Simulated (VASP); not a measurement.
# AlNi (P4/mmm) in VASP: notebook, part 2 of 2

VASP 6.6.1. The steps go on from the part before.

### Step 4. Relaxation of cell and atoms, PBE, target pressure 40 GPa, at which the enthalpy is minimised

This run uses another cell than the first one, of 10.14 Å³/atom, 0.827 times its volume.

INCAR reads:

```
  ALGO = Fast
  EDIFF = 1E-6
  EDIFFG = -0.008
  ENCUT = 600
  GGA = PE
  IBRION = 2
  ISIF = 3
  ISMEAR = 0
  LASPH = True
  LCHARG = False
  LREAL = False
  LWAVE = False
  NELM = 100
  NSW = 70
  PREC = Accurate
  PSTRESS = 400.0
  SIGMA = 0.1
```

KPOINTS reads:

```
k-points
0
Gamma
  16 16 16
```

POSCAR reads:

```
AlNi
1.0
    1.9263193503     -1.9263193503      0.0000000000
    1.9263193503      1.9263193503      0.0000000000
    0.0000000000      0.0000000000      2.7324054451
Al Ni
1 1
Direct
    0.0000000000      0.0000000000      0.0000000000
    0.5000000000      0.5000000000      0.5000000000
```

Potentials or basis: VASP PAW PBE potentials, release 64 (Al, Ni).

On the command line:

```console
cat potpaw_PBE.64/Al/POTCAR potpaw_PBE.64/Ni/POTCAR > POTCAR
mpirun -np 1 vasp_std > vasp.out
```

OUTCAR:

```text
EDIFF = 1E-6
   EDIFFG = -0.008
   ENCUT = 600
   GGA = PE
   IBRION = 2
   ISIF = 3
   ISMEAR = 0
   LASPH = True
   LREAL = False
   NELM = 100
   NSW = 70
   PREC = Accurate
   PSTRESS = 400.0

 ion  position               nearest neighbor table
   1  0.000  0.000  0.000-   2 2.36   2 2.36   2 2.36   2 2.36   2 2.36   2 2.36   2 2.36   2 2.36

   2  0.500  0.500  0.500-   1 2.36   1 2.36   1 2.36   1 2.36   1 2.36   1 2.36   1 2.36   1 2.36

  LATTYP: Found a simple tetragonal cell.
 ALAT       =     2.7242269507
 C/A-ratio  =     1.0030021340

  Lattice vectors:

 A1 = (   1.9263193503,  -1.9263193503,   0.0000000000)
 A2 = (   1.9263193503,   1.9263193503,   0.0000000000)
 A3 = (   0.0000000000,   0.0000000000,   2.7324054451)

Analysis of symmetry for initial positions (statically):
=====================================================================
 Subroutine PRICEL returns:
 Original cell was already a primitive cell.

 Routine SETGRP: Setting up the symmetry group for a
 simple tetragonal supercell.

 Subroutine GETGRP returns: Found 16 space group operations
 (whereof 16 operations were pure point group operations)
 out of a pool of 16 trial point group operations.

The static configuration has the point symmetry D_4h.

Analysis of symmetry for dynamics (positions and initial velocities):
=====================================================================
 Subroutine PRICEL returns:
 Original cell was already a primitive cell.

 Routine SETGRP: Setting up the symmetry group for a
 simple tetragonal supercell.

 Subroutine GETGRP returns: Found 16 space group operations
 (whereof 16 operations were pure point group operations)
 out of a pool of 16 trial point group operations.

The dynamic configuration has the point symmetry D_4h.

 Subroutine INISYM returns: Found 16 space group operations
 (whereof 16 operations are pure point group operations),
[... 125 lines left out ...]
   LEPSILON=     F    determine dielectric tensor
   LRPA    =     F    only Hartree local field effects (RPA)
 conjugate gradient relaxation of ions
 non-spin polarized calculation
 RMM-DIIS sequential band-by-band and
 Gauss-broadening in eV      SIGMA  =   0.10
  energy-cutoff  :      600.00
  volume of cell :       20.28
 maximum number of plane-waves:       699
 NGX is ok and might be reduce to    24
   NGX = 11   NGY = 11   NGZ = 11

--------------------------------------- Ionic step        1  -------------------------------------------

 number of electron      13.0000012 magnetization

 Free energy of the ion-electron system (eV)
  ---------------------------------------------------
  ext. energy  EPLUGINS =         0.00000000
  ---------------------------------------------------
  free energy    TOTEN  =       -10.10678472 eV

  energy without entropy =      -10.10318797  energy(sigma->0) =      -10.10498634

------------------------ aborting loop because EDIFF is reached ----------------------------------------

  FORCE on cell =-STRESS in cart. coord.  units (eV):
  Direction    XX          YY          ZZ          XY          YZ          ZX
  --------------------------------------------------------------------------------------
  -------------------------------------------------------------------------------------
  Total        5.2320818      5.2320818      5.1722721      0.0000000     -0.0000000      0.0000000
  in kB      413.3837465    413.3837465    408.6582143      0.0000000     -0.0000000      0.0000000
  external PRESSURE =      11.8085691 kB  Pullay stress =     400.0000000 kB
[... 215 lines left out ...]
--------------------------------------- Ionic step        7  -------------------------------------------

 number of electron      13.0000012 magnetization

 Free energy of the ion-electron system (eV)
  ---------------------------------------------------
  ext. energy  EPLUGINS =         0.00000000
  ---------------------------------------------------
  free energy    TOTEN  =       -10.12834594 eV

  energy without entropy =      -10.12474071  energy(sigma->0) =      -10.12654332

 E-fermi :  12.3069     XC(G=0): -12.8448

 val. band max:       12.2863213259   @ k =   0.3750   0.3750   0.5000
 cond. band min:      12.3196243439   @ k =   0.3750   0.2500   0.1250
 fundamental gap:      0.0333030180
 Fermi energy:        12.3069488441

 k-point     1 :       0.0000    0.0000    0.0000
  band No.  band energies     occupation
      1      -0.0531      2.00000
      2       8.2293      2.00000
      3       8.2293      2.00000
      4      10.4099      2.00000
      5      10.4099      2.00000
      6      10.4099      2.00000
      7      18.5499      0.00000
      8      18.5499      0.00000
      9      18.5511      0.00000
     10      20.9796      0.00000
[... 287 lines left out ...]
 k-point    24 :       0.5000    0.1250    0.0000
  band No.  band energies     occupation
      1       4.8980      2.00000
      2       4.9001      2.00000
      3       8.9170      2.00000
      4       9.4646      2.00000
      5       9.5693      2.00000
      6      10.3939      2.00000
      7      11.5709      2.00000
      8      19.7701      0.00000
      9      20.9716      0.00000
     10      23.6662      0.00000

 [... further k-points ...]
[... 5 lines left out ...]
  --------------------------------------------------------------------------------------
  -------------------------------------------------------------------------------------
  Total        5.0807150      5.0807150      5.0828946      0.0000000      0.0000000     -0.0000000
  in kB      399.7537580    399.7537580    399.9252500      0.0000000      0.0000000     -0.0000000
  external PRESSURE =      -0.1890780 kB  Pullay stress =     400.0000000 kB
[... 21 lines left out ...]
  energy  without entropy=      -10.1247407083  energy(sigma->0) =      -10.12654332

  enthalpy is  TOTEN    =        -5.0445012657 eV   P V=        5.0838446753

 reached required accuracy - stopping structural energy minimisation
```

OSZICAR:

```text
N       E                     dE             d eps       ncg     rms          rms(c)
DAV:   1     0.440148200405E+02    0.44015E+02   -0.64328E+03  8172   0.160E+03
DAV:   2    -0.102719792876E+02   -0.54287E+02   -0.51611E+02  8168   0.223E+02
DAV:   3    -0.116783161280E+02   -0.14063E+01   -0.13916E+01  9582   0.453E+01
[... 53 lines left out ...]
       N       E                     dE             d eps       ncg     rms          rms(c)
DAV:   1    -0.101283530899E+02   -0.43473E-04   -0.24586E-04  8958   0.166E-01    0.177E-02
RMM:   2    -0.101283479231E+02    0.51668E-05   -0.29755E-06  6126   0.199E-02    0.989E-03
RMM:   3    -0.101283463824E+02    0.15407E-05   -0.38614E-06  7139   0.276E-02    0.612E-03
RMM:   4    -0.101283459411E+02    0.44132E-06   -0.14805E-06  4495   0.211E-02
   7 F= -.50445013E+01 E0= -.50426986E+01  d E =-.394088E-04
```

Run time: 3.3 min. Hardware: 1 thread of Intel Xeon Platinum 8375C at 2.90GHz (Ice Lake), shared host; peak memory 0.25 GiB.

Results:

- Free energy: -10.1283 eV
- Relaxed volume: 10.18 Å³/atom
- Relaxed cell: a = 2.731 Å, b = 2.731 Å, c = 2.731 Å, α = 90.00°, β = 90.00°, γ = 90.00°
- Space group after relaxing (to 0.05 Å): Pm-3m (No. 221)
- Energy change on relaxing (the enthalpy is what falls): -10.8 meV/atom
- Ionic steps: 7
- Pressure after relaxing: 40.0 GPa

The path:
```
step  energy change (eV)  largest force (eV/Å)  pressure (GPa)  volume (Å³)
   1              0.0000                0.0000           41.18        20.28
   2             -0.0544                0.0000           37.90        20.50
   3             -0.0222                0.0000           39.94        20.37
   4             -0.0217                0.0000           40.06        20.36
   5             -0.0217                0.0000           40.06        20.36
   6             -0.0215                0.0000           39.87        20.36
   7             -0.0216                0.0000           39.98        20.36
```

Final structure:
```
Al Ni
1.0
     1.93095   -1.93095    0.00000
     1.93095    1.93095    0.00000
     0.00000    0.00000    2.73069
Al Ni
1 1
Direct
  0.00000 0.00000 0.00000
  0.50000 0.50000 0.50000
```

Caveat: the cell is relaxed towards a set pressure, so the enthalpy falls and the energy may rise. Spin polarisation is off, so any magnetic state and its effect on volume and gap are missing.

### Step 5. Overview

| task | cell | k mesh | cutoff (eV) | gap on the mesh (eV) | pressure (GPa) |
| --- | --- | --- | --- | --- | --- |
| single point | a = 2.901, b = 2.901, c = 2.914 Å, 2 atoms | 16 × 16 × 14 | 520 | none | -2.2 |
| relaxation of cell and atoms | relaxed to 20 GPa from a = 2.792, b = 2.792, c = 2.802 Å, 2 atoms | 16 × 16 × 14 | 600 | none | 20.0 |
| relaxation of cell and atoms | relaxed to 40 GPa from a = 2.724, b = 2.724, c = 2.732 Å, 2 atoms | 16 × 16 × 16 | 600 | none | 40.0 |

Alike in all rows: level PBE; potentials or basis VASP PAW PBE potentials, release 64 (Al, Ni); no spin polarisation; smearing gaussian 0.1 eV.

Caveats: the cell is relaxed towards a set pressure, so the enthalpy falls and the energy may rise (some runs).

Absolute energies hang on the potentials; compare differences alone.
